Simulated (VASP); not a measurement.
Set up this calculation in VASP 6.6.1, as the native input.

* Task: relaxation of cell and atoms
* Functional: PBE
* Potentials or basis: VASP PAW PBE potentials, release 64 (Mg, Ge_d, N)
* Cutoff: 600 eV
* k mesh: 3 × 3 × 3
* Occupations: gaussian, width 0.2 eV
* Spin: no spin polarisation
* Dipole correction: no
* Further INCAR settings: ALGO = Normal; EDIFF = 1e-07; IBRION = 2; EDIFFG = -0.08; NSW = 36; ISIF = 3

The structure of Mg2GeN3 lies in POSCAR:

```
Mg2GeN3
1.0
    5.2050000000     -2.9900000000      0.0000000000
    5.2050000000      2.9900000000      0.0000000000
    0.0000000000      0.0000000000      5.1700000000
Mg Ge N
4 2 6
Direct
    0.1720000000      0.4820000000      0.0000000000
    0.8280000000      0.5180000000      0.5000000000
    0.4820000000      0.1720000000      0.5000000000
    0.5180000000      0.8280000000      0.0000000000
    0.8300000000      0.1700000000      0.9940000000
    0.1700000000      0.8300000000      0.4940000000
    0.8370000000      0.4530000000      0.9110000000
    0.5470000000      0.1630000000      0.9110000000
    0.8860000000      0.1140000000      0.3450000000
    0.4530000000      0.8370000000      0.4110000000
    0.1630000000      0.5470000000      0.4110000000
    0.1140000000      0.8860000000      0.8450000000
```

The input as run:

INCAR

```
SYSTEM = Mg2GeN3
ALGO = Normal
EDIFF = 1E-7
EDIFFG = -0.08
ENCUT = 600
GGA = PE
IBRION = 2
ISIF = 3
ISMEAR = 0
LASPH = .TRUE.
LCHARG = .FALSE.
LREAL = .FALSE.
LWAVE = .FALSE.
NELM = 80
NSW = 36
PREC = Accurate
SIGMA = 0.2
```

KPOINTS

```
k-points
0
G
  3 3 3
  0 0 0
```

Potentials or basis: VASP PAW PBE potentials, release 64 (Mg, Ge_d, N).

Command:

```sh
$ cat potpaw_PBE.64/Mg/POTCAR potpaw_PBE.64/Ge_d/POTCAR potpaw_PBE.64/N/POTCAR > POTCAR
$ mpirun -np 1 vasp_std > vasp.out
```

It gave:

| Property | Result |
| --- | --- |
| Relaxed volume | 12.54 Å³/atom |
| Relaxed cell | a = 5.867 Å, b = 5.867 Å, c = 5.044 Å, α = 90.00°, β = 90.00°, γ = 60.09° |
| Space group after relaxing (to 0.05 Å) | Cmc2_1 (No. 36) |
| Energy gained by relaxing | 107.2 meV/atom |
| Ionic steps | 12 |
| Pressure after relaxing | 0.0 GPa |
| Largest force after relaxing | 0.071 eV/Å |
| Band gap on the k mesh | zero (band 33 reaches 3.04 eV, above the bottom of band 34 at 3.00 eV) |

Caveat: the k points lie up to 0.42 Å⁻¹ apart in the final cell; the relaxation stopped at a loose force limit of 0.08 eV/Å, so its end isn't a converged minimum.

Run time: 28 min on 1 thread of Oxide Virtual Turin-like Processor, with other jobs on the host, peak memory 0.31 GiB.
